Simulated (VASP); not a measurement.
# SnO3 (Pm-3m) in VASP: further runs

SnO3 is run at these levels: PBE; tasks: single point.

Program: VASP 6.6.1. These are calculated values, not measurements. Logs are shortened: lines on timing, memory, paths and dates and some standing lists are left out, and cuts for length are marked.

### 1 The cell of the first run

Symmetry: Pm-3m, No. 221, cubic system. The conventional cell has a = 4.913 Å, b = 4.913 Å, c = 4.913 Å, α = 90.00°, β = 90.00°, γ = 90.00°. Sn (site symmetry m-3m) has 6 O at 1.53 Å within 2.0 Å. Within 4.7 Å of Sn (site symmetry m-3m) lie 24 O at 3.60 Å and 8 Sn at 4.25 Å. O (site symmetry 4mm) has 1 Sn at 1.53 Å and 1 O at 1.86 Å within 2.0 Å.

The cell was built from a structure type or drawn by symmetry, and may not be a known phase.

### 2 Single point, PBE

Contents of INCAR:

```
SYSTEM = SnO3
  PREC = Accurate
  ENCUT = 520
  EDIFF = 1E-6
  ISMEAR = 0
  SIGMA = 0.1
  LREAL = .FALSE.
  LASPH = .TRUE.
  NELM = 100
  ALGO = Normal
  ISIF = 2
  LWAVE = .FALSE.
  LCHARG = .FALSE.
  GGA = PE
  NBANDS = 42
```

Contents of KPOINTS:

```
Automatic mesh
0
G
  4 4 4
  0 0 0
```

Contents of POSCAR:

```
SnO3
1.0
    4.9128232100      0.0000000000      0.0000000000
    0.0000000000      4.9128232100      0.0000000000
    0.0000000000      0.0000000000      4.9128232100
Sn O
2 6
Direct
    0.5000000000      0.5000000000      0.5000000000
    0.0000000000      0.0000000000      0.0000000000
    0.1892524700      0.5000000000      0.5000000000
    0.8107475300      0.5000000000      0.5000000000
    0.5000000000      0.1892524700      0.5000000000
    0.5000000000      0.8107475300      0.5000000000
    0.5000000000      0.5000000000      0.1892524700
    0.5000000000      0.5000000000      0.8107475300
```

Potentials or basis: VASP PAW PBE potentials, release 64 (Sn_d, O).

Run with:

```console
> cat potpaw_PBE.64/Sn_d/POTCAR potpaw_PBE.64/O/POTCAR > POTCAR
> mpirun -np 1 vasp_std > vasp.out
```

OUTCAR:

```text
SYSTEM = SnO3
   PREC = Accurate
   ENCUT = 520
   EDIFF = 1E-6
   ISMEAR = 0
   LREAL = .FALSE.
   LASPH = .TRUE.
   NELM = 100
   ISIF = 2
   GGA = PE

 ion  position               nearest neighbor table
   1  0.500  0.500  0.500-   3 1.53   4 1.53   5 1.53   6 1.53   7 1.53   8 1.53
   2  0.000  0.000  0.000-
   3  0.189  0.500  0.500-   1 1.53   4 1.86
   4  0.811  0.500  0.500-   1 1.53   3 1.86
   5  0.500  0.189  0.500-   1 1.53   6 1.86
   6  0.500  0.811  0.500-   1 1.53   5 1.86
   7  0.500  0.500  0.189-   1 1.53   8 1.86
   8  0.500  0.500  0.811-   1 1.53   7 1.86

  LATTYP: Found a simple cubic cell.
 ALAT       =     4.9128232100

  Lattice vectors:

 A1 = (   4.9128232100,   0.0000000000,   0.0000000000)
 A2 = (   0.0000000000,   4.9128232100,   0.0000000000)
 A3 = (   0.0000000000,   0.0000000000,   4.9128232100)

Analysis of symmetry for initial positions (statically):
=====================================================================
 Subroutine PRICEL returns:
 Original cell was already a primitive cell.

 Routine SETGRP: Setting up the symmetry group for a
 simple cubic supercell.

 Subroutine GETGRP returns: Found 48 space group operations
 (whereof 48 operations were pure point group operations)
 out of a pool of 48 trial point group operations.

The static configuration has the point symmetry O_h .

Analysis of symmetry for dynamics (positions and initial velocities):
=====================================================================
 Subroutine PRICEL returns:
 Original cell was already a primitive cell.

 Routine SETGRP: Setting up the symmetry group for a
 simple cubic supercell.

 Subroutine GETGRP returns: Found 48 space group operations
 (whereof 48 operations were pure point group operations)
 out of a pool of 48 trial point group operations.

The dynamic configuration has the point symmetry O_h .

 Subroutine INISYM returns: Found 48 space group operations
 (whereof 48 operations are pure point group operations),
 and found     1 'primitive' translations

----------------------------------------------------------------------------------------

                                     Primitive cell

  volume of cell :     118.5751
[... 87 lines left out ...]
   LREAL  =      F    real-space projection
   EDIFFG = 0.1E-04   stopping-criterion for IOM
   NSW    =      0    number of steps for IOM
   IBRION =     -1    ionic relax: 0-MD 1-quasi-New 2-CG
   NFREE  =      0    steps in history (QN), initial steepest desc. (CG)
   ISIF   =      2    stress and relaxation
   ISYM   =      2    0-nonsym 1-usesym 2-fastsym
   POTIM  = 0.5000    time-step for ionic-motion
   TEBEG  =    0.0;   TEEND  =   0.0 temperature during run
   PSTRESS=    0.0 pullay stress
   NELECT =      64.0000    total number of electrons
   NUPDOWN=      -1.0000    fix difference up-down
   EMIN   =  10.00;   EMAX   =-10.00  energy-range for DOS
   EFERMI =   0.00;   METHOD = LEGACY
   ISMEAR =     0;   SIGMA  =   0.10  broadening in eV -4-tet -1-fermi 0-gaus
   EFERMI_NEDOS =   21; number of points for ismear=-14 and -15
   IALGO  =     38    algorithm
   IMIX   =      4    mixing-type and parameters
     AMIX     =   0.40;   BMIX     =  1.00
     AMIX_MAG =   1.60;   BMIX_MAG =  1.00
  volume/ion in A,a.u.               =      14.82       100.02
  Fermi-wavevector in a.u.,A,eV,Ry     =   1.332919  2.518851 24.173096  1.776672
  Thomas-Fermi vector in A             =   2.461817
   LORBIT       =      0    0 simple, 1 ext, 2 COOP (PROOUT), +10 PAW based schemes
   GGA     = PE    functional components
   LHFCALC =     F    Hartree Fock is set to
   AEXX    =    0.0000 exact exchange contribution
   IVDW    =     0    specifies the selected vdW correction
   LEPSILON=     F    determine dielectric tensor
   LRPA    =     F    only Hartree local field effects (RPA)
 non-spin polarized calculation
 Gauss-broadening in eV      SIGMA  =   0.10
  energy-cutoff  :      520.00
  volume of cell :      118.58
 maximum number of plane-waves:      3218
 NGX is ok and might be reduce to    40
   NGX = 19   NGY = 19   NGZ = 19

 number of electron      63.9999945 magnetization

 Free energy of the ion-electron system (eV)
  ---------------------------------------------------
  ext. energy  EPLUGINS =         0.00000000
  ---------------------------------------------------
  free energy    TOTEN  =        -2.76514852 eV

  energy without entropy =       -2.71260936  energy(sigma->0) =       -2.73887894

 E-fermi :   3.7443     XC(G=0):  -9.2290

 val. band max:        3.7308746276   @ k =   0.2500   0.2500   0.2500
 cond. band min:       3.9104452711   @ k =   0.5000   0.2500   0.0000
 fundamental gap:      0.1795706435
 Fermi energy:         3.7442671436

 k-point     1 :       0.0000    0.0000    0.0000
  band No.  band energies     occupation
      1     -22.6712      2.00000
      2     -22.6712      2.00000
      3     -20.2997      2.00000
      4     -20.2997      2.00000
      5     -20.2917      2.00000
      6     -20.2917      2.00000
[... 439 lines left out ...]
     41      12.4581      0.00000
     42      15.2075      0.00000

------------------------ aborting loop because EDIFF is reached ----------------------------------------

  FORCE on cell =-STRESS in cart. coord.  units (eV):
  Direction    XX          YY          ZZ          XY          YZ          ZX
  --------------------------------------------------------------------------------------
  -------------------------------------------------------------------------------------
  Total       83.1424514     83.1424514     83.1424514     -0.0000000      0.0000000     -0.0000000
  in kB     1123.4144337   1123.4144337   1123.4144337     -0.0000000      0.0000000     -0.0000000
  external PRESSURE =    1123.4144337 kB  Pullay stress =       0.0000000 kB

 VOLUME and BASIS-vectors are now :
 -----------------------------------------------------------------------------
  energy-cutoff  :      520.00
  volume of cell :      118.58
      direct lattice vectors                 reciprocal lattice vectors
     4.912823210  0.000000000  0.000000000     0.203548949  0.000000000  0.000000000
     0.000000000  4.912823210  0.000000000     0.000000000  0.203548949  0.000000000
     0.000000000  0.000000000  4.912823210     0.000000000  0.000000000  0.203548949

 POSITION                                       TOTAL-FORCE (eV/Angst)
 -----------------------------------------------------------------------------------
      2.45641      2.45641      2.45641         0.000000      0.000000      0.000000
      0.00000      0.00000      0.00000         0.000000      0.000000      0.000000
      0.92976      2.45641      2.45641       -25.062196      0.000000     -0.000000
      3.98306      2.45641      2.45641        25.062196     -0.000000      0.000000
      2.45641      0.92976      2.45641         0.000000    -25.062196      0.000000
      2.45641      3.98306      2.45641        -0.000000     25.062196     -0.000000
      2.45641      2.45641      0.92976        -0.000000     -0.000000    -25.062196
      2.45641      2.45641      3.98306         0.000000      0.000000     25.062196
 -----------------------------------------------------------------------------------
    total drift:                                0.000000     -0.000000     -0.000000

  FREE ENERGIE OF THE ION-ELECTRON SYSTEM (eV)
  ---------------------------------------------------
  free  energy   TOTEN  =        -2.7651485216 eV

  energy  without entropy=       -2.7126093585  energy(sigma->0) =       -2.73887894
```

OSZICAR:

```text
N       E                     dE             d eps       ncg     rms          rms(c)
DAV:   1     0.917287811737E+03    0.91729E+03   -0.31174E+04   986   0.211E+03
DAV:   2     0.128685460778E+03   -0.78860E+03   -0.73490E+03  1008   0.650E+02
DAV:   3    -0.810913774628E+01   -0.13679E+03   -0.13212E+03   888   0.224E+02
DAV:   4    -0.167398332293E+02   -0.86307E+01   -0.84760E+01   928   0.641E+01
DAV:   5    -0.169923396551E+02   -0.25251E+00   -0.25222E+00  1036   0.109E+01    0.324E+01
DAV:   6    -0.340637361253E+01    0.13586E+02   -0.37857E+01  1156   0.522E+01    0.126E+01
DAV:   7    -0.300059618312E+01    0.40578E+00   -0.29128E+00  1066   0.165E+01    0.709E+00
DAV:   8    -0.277048182896E+01    0.23011E+00   -0.38550E-01  1202   0.938E+00    0.813E-01
DAV:   9    -0.276215366293E+01    0.83282E-02   -0.53710E-02  1088   0.329E+00    0.373E-01
DAV:  10    -0.276374706010E+01   -0.15934E-02   -0.12337E-02  1040   0.151E+00    0.157E-01
DAV:  11    -0.276498540188E+01   -0.12383E-02   -0.39100E-03   946   0.569E-01    0.552E-02
DAV:  12    -0.276512891203E+01   -0.14351E-03   -0.51190E-04  1000   0.312E-01    0.375E-02
DAV:  13    -0.276514070037E+01   -0.11788E-04   -0.10724E-04  1002   0.136E-01    0.616E-03
DAV:  14    -0.276514799220E+01   -0.72918E-05   -0.36485E-05   896   0.360E-02    0.489E-03
DAV:  15    -0.276514852164E+01   -0.52944E-06   -0.23067E-06   804   0.294E-02
   1 F= -.27651485E+01 E0= -.27388789E+01  d E =-.525392E-01
```

stdout:

```text
POSCAR found type information on POSCAR SnO
 POSCAR found :  2 types and       8 ions
 scaLAPACK will be used
 LDA part: xc-table for (Slater+PW92), standard interpolation
 POSCAR, INCAR and KPOINTS ok, starting setup
 FFT: planning ... GRIDC
 FFT: planning ... GRID_SOFT
 FFT: planning ... GRID
 WAVECAR not read
 entering main loop
```

Wall time 47 s (1 thread of Intel Xeon Platinum 8375C at 2.90GHz (Ice Lake), shared host); peak memory 0.24 GiB.

What came out:

* Free energy: -2.7651 eV
* Pressure: 112.3 GPa
* Largest force: 25.062 eV/Å
* Band gap on the k mesh: zero (bands 32 and 33 overlap by 1.29 eV)

Forces in eV/Å, atoms in the order of the input:
```
Sn    0.000   0.000   0.000
Sn    0.000   0.000   0.000
O   -25.062   0.000   0.000
O    25.062   0.000   0.000
O     0.000 -25.062   0.000
O     0.000  25.062   0.000
O     0.000   0.000 -25.062
O     0.000   0.000  25.062
```

Caveat: the cell stands under pressure; spin-orbit coupling is left out, which moves the levels of the heavy elements; forces of over 1 eV/Å act on the atoms, so gaps and moduli don't describe the material at rest.

### 3 Single point, PBE

This run uses another cell than the first one, of 27.57 Å³/atom.

Contents of INCAR:

```
SYSTEM = SnO3
  PREC = Accurate
  ENCUT = 520
  EDIFF = 1E-7
  ISMEAR = 0
  SIGMA = 0.1
  LREAL = .False.
  LASPH = .True.
  NELM = 80
  ALGO = Normal
  ISIF = 2
  LWAVE = .False.
  LCHARG = .False.
  GGA = PE
  NBANDS = 42
```

Contents of KPOINTS:

```
regular mesh
0
Gamma
  4 4 4
  0 0 0
```

Contents of POSCAR:

```
SnO3
1.0
    6.0421142899      0.0000000000      0.0000000000
    0.0000000000      6.0421142899      0.0000000000
    0.0000000000      0.0000000000      6.0421142899
Sn O
2 6
Direct
    0.5000000000      0.5000000000      0.5000000000
    0.0000000000      0.0000000000      0.0000000000
    0.1091221595      0.5000000000      0.5000000000
    0.8908778405      0.5000000000      0.5000000000
    0.5000000000      0.1091221595      0.5000000000
    0.5000000000      0.8908778405      0.5000000000
    0.5000000000      0.5000000000      0.1091221595
    0.5000000000      0.5000000000      0.8908778405
```

Potentials or basis: VASP PAW PBE potentials, release 64 (Sn_d, O).

Run with:

```console
> cat potpaw_PBE.64/Sn_d/POTCAR potpaw_PBE.64/O/POTCAR > POTCAR
> mpirun -np 1 vasp_std > vasp.out
```

Wall time 96 s (1 thread of Intel Xeon Platinum 8375C at 2.90GHz (Ice Lake), shared host); peak memory 0.36 GiB.

Results (log left out):

* Free energy: -33.3789 eV
* Pressure: 0.3 GPa
* Largest force: 0.464 eV/Å
* Band gap on the k mesh: zero (bands 32 and 33 overlap by 0.42 eV)

Forces in eV/Å, atoms in the order of the input:
```
Sn   0.000  0.000  0.000
Sn   0.000  0.000  0.000
O    0.464  0.000  0.000
O   -0.464  0.000  0.000
O    0.000  0.464  0.000
O    0.000 -0.464  0.000
O    0.000  0.000  0.464
O    0.000  0.000 -0.464
```

Levels at points of the mesh, in eV from the Fermi level:
```csv
k point,band 30,band 31,band 32,band 33,band 34,band 35
"(0.00, 0.00, 0.00)",-0.55,0.28,0.28,0.28,0.29,0.29
"(0.50, 0.00, 0.00)",-0.35,-0.19,-0.19,-0.13,0.29,0.34
"(0.50, 0.50, 0.00)",-0.34,-0.13,-0.13,-0.01,0.10,0.10
"(0.50, 0.50, 0.50)",-0.45,-0.02,-0.02,-0.02,0.09,0.09
```

Caveat: semilocal functionals underestimate gaps, so a narrow gap can read as zero; spin-orbit coupling is left out, which moves the levels of the heavy elements.

### 4 Single point, PBE

This run uses another cell than the first one, of 27.59 Å³/atom.

Contents of INCAR:

```
SYSTEM = SnO3
PREC = Accurate
ENCUT = 520
EDIFF = 1E-6
ISMEAR = 0
SIGMA = 0.1
LREAL = .False.
LASPH = .True.
NELM = 100
ALGO = Normal
ISIF = 2
LWAVE = .False.
LCHARG = .True.
GGA = PE
LELF = .True.
LVHAR = .True.
NBANDS = 42
```

Contents of KPOINTS:

```
regular mesh
0
Gamma
  6 6 6
  0 0 0
```

Contents of POSCAR:

```
SnO3
1.0
    6.0434178700      0.0000000000      0.0000000000
    0.0000000000      6.0434178700      0.0000000000
    0.0000000000      0.0000000000      6.0434178700
Sn O
2 6
Direct
    0.5000000000      0.5000000000      0.5000000000
    0.0000000000      0.0000000000      0.0000000000
    0.1091180651      0.5000000000      0.5000000000
    0.8908819349      0.5000000000      0.5000000000
    0.5000000000      0.1091180651      0.5000000000
    0.5000000000      0.8908819349      0.5000000000
    0.5000000000      0.5000000000      0.1091180651
    0.5000000000      0.5000000000      0.8908819349
```

Potentials or basis: VASP PAW PBE potentials, release 64 (Sn_d, O).

Run with:

```console
> cat potpaw_PBE.64/Sn_d/POTCAR potpaw_PBE.64/O/POTCAR > POTCAR
> mpirun -np 1 vasp_std > vasp.out
```

OUTCAR:

```text
SYSTEM = SnO3
   PREC = Accurate
   ENCUT = 520
   EDIFF = 1E-6
   ISMEAR = 0
   LREAL = .False.
   LASPH = .True.
   NELM = 100
   ISIF = 2
   GGA = PE

 ion  position               nearest neighbor table
   1  0.500  0.500  0.500-   3 2.36   4 2.36   5 2.36   6 2.36   7 2.36   8 2.36
   2  0.000  0.000  0.000-
   3  0.109  0.500  0.500-   4 1.32   1 2.36
   4  0.891  0.500  0.500-   3 1.32   1 2.36
   5  0.500  0.109  0.500-   6 1.32   1 2.36
   6  0.500  0.891  0.500-   5 1.32   1 2.36
[... 1107 lines left out ...]
  Total        0.3804299      0.3804299      0.3804299     -0.0000000      0.0000000     -0.0000000
  in kB        2.7614513      2.7614513      2.7614513     -0.0000000      0.0000000     -0.0000000
  external PRESSURE =       2.7614513 kB  Pullay stress =       0.0000000 kB

 VOLUME and BASIS-vectors are now :
 -----------------------------------------------------------------------------
  energy-cutoff  :      520.00
  volume of cell :      220.72
      direct lattice vectors                 reciprocal lattice vectors
     6.043417870  0.000000000  0.000000000     0.165469279  0.000000000  0.000000000
     0.000000000  6.043417870  0.000000000     0.000000000  0.165469279  0.000000000
     0.000000000  0.000000000  6.043417870     0.000000000  0.000000000  0.165469279

 POSITION                                       TOTAL-FORCE (eV/Angst)
 -----------------------------------------------------------------------------------
      3.02171      3.02171      3.02171        -0.000000      0.000000      0.000000
      0.00000      0.00000      0.00000        -0.000000      0.000000      0.000000
      0.65945      3.02171      3.02171         0.463439      0.000000      0.000000
      5.38397      3.02171      3.02171        -0.463439      0.000000      0.000000
      3.02171      0.65945      3.02171        -0.000000      0.463439      0.000000
      3.02171      5.38397      3.02171        -0.000000     -0.463439      0.000000
      3.02171      3.02171      0.65945        -0.000000      0.000000      0.463439
      3.02171      3.02171      5.38397        -0.000000      0.000000     -0.463439
 -----------------------------------------------------------------------------------
    total drift:                                0.000000      0.000000     -0.000000

  FREE ENERGIE OF THE ION-ELECTRON SYSTEM (eV)
  ---------------------------------------------------
  free  energy   TOTEN  =       -33.3823213482 eV

  energy  without entropy=      -33.2890104004  energy(sigma->0) =      -33.33566587
```

OSZICAR:

```text
N       E                     dE             d eps       ncg     rms          rms(c)
DAV:   1     0.734049168009E+03    0.73405E+03   -0.29233E+04  1752   0.165E+03
DAV:   2     0.970287612438E+02   -0.63702E+03   -0.60491E+03  1912   0.472E+02
DAV:   3    -0.328961201271E+02   -0.12992E+03   -0.12238E+03  2106   0.194E+02
DAV:   4    -0.409073315550E+02   -0.80112E+01   -0.76564E+01  1974   0.531E+01
DAV:   5    -0.412513305086E+02   -0.34400E+00   -0.34212E+00  2408   0.105E+01    0.145E+01
DAV:   6    -0.338683312183E+02    0.73830E+01   -0.15151E+01  2402   0.204E+01    0.533E+00
DAV:   7    -0.338610593790E+02    0.72718E-02   -0.19810E+00  1980   0.575E+00    0.909E+00
DAV:   8    -0.345807583442E+02   -0.71970E+00   -0.93943E+00  2302   0.612E+00    0.554E+00
DAV:   9    -0.336381134485E+02    0.94264E+00   -0.28615E-01  1874   0.304E+00    0.376E+00
DAV:  10    -0.333836615760E+02    0.25445E+00   -0.38335E-01  2072   0.142E+00    0.114E+00
DAV:  11    -0.334135810325E+02   -0.29919E-01   -0.11155E-01  2018   0.843E-01    0.189E+00
DAV:  12    -0.333862118820E+02    0.27369E-01   -0.85957E-02  2004   0.446E-01    0.920E-01
DAV:  13    -0.333823700139E+02    0.38419E-02   -0.73414E-03  1728   0.308E-01    0.246E-01
DAV:  14    -0.333827641449E+02   -0.39413E-03   -0.29188E-04  2092   0.101E-01    0.254E-01
DAV:  15    -0.333822127904E+02    0.55135E-03   -0.26324E-04  2046   0.457E-02    0.869E-03
DAV:  16    -0.333823187026E+02   -0.10591E-03   -0.21141E-05  1410   0.301E-02    0.144E-02
DAV:  17    -0.333823222836E+02   -0.35810E-05   -0.13318E-06  1538   0.645E-03    0.135E-02
DAV:  18    -0.333823213482E+02    0.93540E-06   -0.91950E-07  1172   0.342E-03
   1 F= -.33382321E+02 E0= -.33335666E+02  d E =-.933109E-01
```

stdout:

```text
POSCAR found type information on POSCAR SnO
 POSCAR found :  2 types and       8 ions
 scaLAPACK will be used
 LDA part: xc-table for (Slater+PW92), standard interpolation
 POSCAR, INCAR and KPOINTS ok, starting setup
 FFT: planning ... GRIDC
 FFT: planning ... GRID_SOFT
 FFT: planning ... GRID
 WAVECAR not read
 entering main loop
```

It took 3.2 min on 1 thread of Intel Xeon Platinum 8375C at 2.90GHz (Ice Lake), shared host; peak memory 0.41 GiB.

What came out:

| Item | Value |
| --- | --- |
| Free energy | -33.3823 eV |
| Pressure | 0.3 GPa |
| Largest force | 0.463 eV/Å |
| Band gap on the k mesh | zero (bands 32 and 33 overlap by 0.42 eV) |

Forces in eV/Å, atoms in the order of the input:
```
Sn   0.000  0.000  0.000
Sn   0.000  0.000  0.000
O    0.463  0.000  0.000
O   -0.463  0.000  0.000
O    0.000  0.463  0.000
O    0.000 -0.463  0.000
O    0.000  0.000  0.463
O    0.000  0.000 -0.463
```

Caveat: semilocal functionals underestimate gaps, so a narrow gap can read as zero; spin-orbit coupling is left out, which moves the levels of the heavy elements.

### 5 The runs side by side

```csv
cell,k mesh,gap on the mesh (eV),pressure (GPa),largest force (eV/Å)
"a = 4.913 Å, 8 atoms, atomic positions A",4 × 4 × 4,none,112.3,25.06
"a = 6.042 Å, 8 atoms, atomic positions B",4 × 4 × 4,none,0.3,0.46
"a = 6.043 Å, 8 atoms, atomic positions B",6 × 6 × 6,none,0.3,0.46
```

Alike in all rows: task single point; level PBE; potentials or basis VASP PAW PBE potentials, release 64 (Sn_d, O); no spin polarisation; cutoff (eV) 520; smearing gaussian 0.1 eV.

Caveats: spin-orbit coupling is left out, which moves the levels of the heavy elements; semilocal functionals underestimate gaps, so a narrow gap can read as zero (at least some runs); the cell stands under pressure (at least some runs); forces of over 1 eV/Å act on the atoms, so gaps and moduli don't describe the material at rest (at least some runs).

Total energies depend on the potentials used, so only differences within one code and one set of settings carry meaning.
